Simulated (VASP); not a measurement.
Write the native input for VASP 6.6.1 that does the following.

- Task: relaxation of cell and atoms
- Functional: PBE
- Potentials or basis: VASP PAW PBE potentials, release 64 (Sc_sv, Cu)
- Cutoff: 600 eV
- k mesh: 6 × 6 × 4
- Occupations: gaussian, width 0.1 eV
- Spin: no spin polarisation
- Dipole correction: no
- Further INCAR settings: ALGO = Normal; EDIFF = 1e-06; IBRION = 2; EDIFFG = -0.04; NSW = 90; ISIF = 3

The structure of Sc2Cu3 lies in POSCAR:

```
Sc2Cu3
1.0
    4.0301290500      0.0000000000      0.0000000000
   -2.0150645200      3.4901941400      0.0000000000
    0.0000000000      0.0000000000      4.9829074900
Sc Cu
2 3
Direct
    0.3333333300      0.6666666700      0.1664214400
    0.6666666700      0.3333333300      0.8335785600
    0.0000000000      0.0000000000      0.0000000000
    0.3333333300      0.6666666700      0.6439374700
    0.6666666700      0.3333333300      0.3560625300
```

The cell was generated, and may not be a known phase.

The input as run:

INCAR

```
PREC = Accurate ; ENCUT = 600
EDIFF = 1E-6 ; ISMEAR = 0
SIGMA = 0.1 ; LREAL = F
LASPH = T ; NELM = 100
ALGO = Normal ; ISIF = 3
LWAVE = F ; LCHARG = F
GGA = PE ; IBRION = 2
NSW = 90 ; EDIFFG = -0.04
```

KPOINTS

```
regular mesh
0
Gamma
  6 6 4
```

Potentials or basis: VASP PAW PBE potentials, release 64 (Sc_sv, Cu).

The run is started by

```bash
$ cat potpaw_PBE.64/Sc_sv/POTCAR potpaw_PBE.64/Cu/POTCAR > POTCAR
$ mpirun -np 1 vasp_std > vasp.out
```

Results of the run:

```json
{"Relaxed volume": "18.84 Å³/atom", "Relaxed cell": "a = 4.459 Å, b = 4.459 Å, c = 5.471 Å, α = 90.00°, β = 90.00°, γ = 120.00°", "Space group after relaxing (to 0.1 Å)": "P-3m1 (No. 164)", "Energy gained by relaxing": "477.6 meV/atom", "Ionic steps": "15", "Pressure after relaxing": "-0.1 GPa", "Largest force after relaxing": "0.005 eV/Å", "Band gap on the k mesh": "zero (an odd number of electrons rules out a gap without spin polarisation)"}
```

Caveat: the volume moved by over 15 % at a fixed basis, so the end points are rough.

Run time: 11 min on 1 thread of Oxide Virtual Turin-like Processor, with other jobs on the host, peak memory 0.2 GiB.
